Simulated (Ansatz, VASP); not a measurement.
Yb in VASP and in Ansatz

INCAR

```
SYSTEM = Yb
ALGO = Normal
EDIFF = 1E-6
ENCUT = 520
GGA = CA
ISIF = 2
ISMEAR = -1
LASPH = .TRUE.
LCHARG = .FALSE.
LREAL = .FALSE.
LWAVE = .FALSE.
NBANDS = 18
NELM = 60
PREC = Accurate
SIGMA = 0.05
```

File KPOINTS:

```
k-points
0
G
  13 13 13
  0 0 0
```

POSCAR

```
Yb
1.0
    0.0000000000      2.6112793414      2.6112793414
    2.6112793414      0.0000000000      2.6112793414
    2.6112793414      2.6112793414      0.0000000000
Yb
1
Direct
    0.0000000000      0.0000000000      0.0000000000
```

Input for Ansatz:

```yaml
crystal:
  lattice:
    - [0.0, 2.6112793414, 2.6112793414]
    - [2.6112793414, 0.0, 2.6112793414]
    - [2.6112793414, 2.6112793414, 0.0]
  atoms:
    - { symbol: Yb, position: [0.0, 0.0, 0.0] }
kpoints:
  mp_grid: { grid: [13, 13, 13] }
  band_path:
    path:
      - [0.0, 0.0, 0.0]
      - [0.5, 0.0, 0.5]
      - [0.625, 0.25, 0.625]
      - [0.375, 0.375, 0.75]
      - [0.0, 0.0, 0.0]
      - [0.5, 0.5, 0.5]
      - [0.5, 0.25, 0.75]
      - [0.5, 0.0, 0.5]
    npoints: 5
scf:
  occupations: { method: fermi_dirac, width: 0.05 }
hamiltonian:
  xc: lda
  pseudopotentials: { kind: all_electron, lapw: { basis_error: 0.00025 } }
output:
  forces: true
  stress: true
  eigenvalues: true
```

Alike in both runs: task single point; functional LDA; k mesh 13 × 13 × 13; occupations fermi-dirac, width 0.05 eV; no spin polarisation.

|  | VASP | Ansatz |
| --- | --- | --- |
| version | VASP 6.6.1 | Ansatz 0.2.0 |
| potentials or method | VASP PAW PBE potentials, release 64 (Yb), cutoff 520 eV | all-electron LAPW, scalar-relativistic |

VASP gave:

```
pressure (GPa) : -4.1
```

Problem. Estimate Ansatz's values.

Solution. Pressure (GPa): -3.2.

VASP's potentials were made for PBE, not for LDA. LDA's correlation is that of Perdew and Zunger in VASP and of Perdew and Wang (1992) in Ansatz. Ansatz ran all-electron here, and VASP with PAW potentials.

Spin-orbit coupling is off throughout.
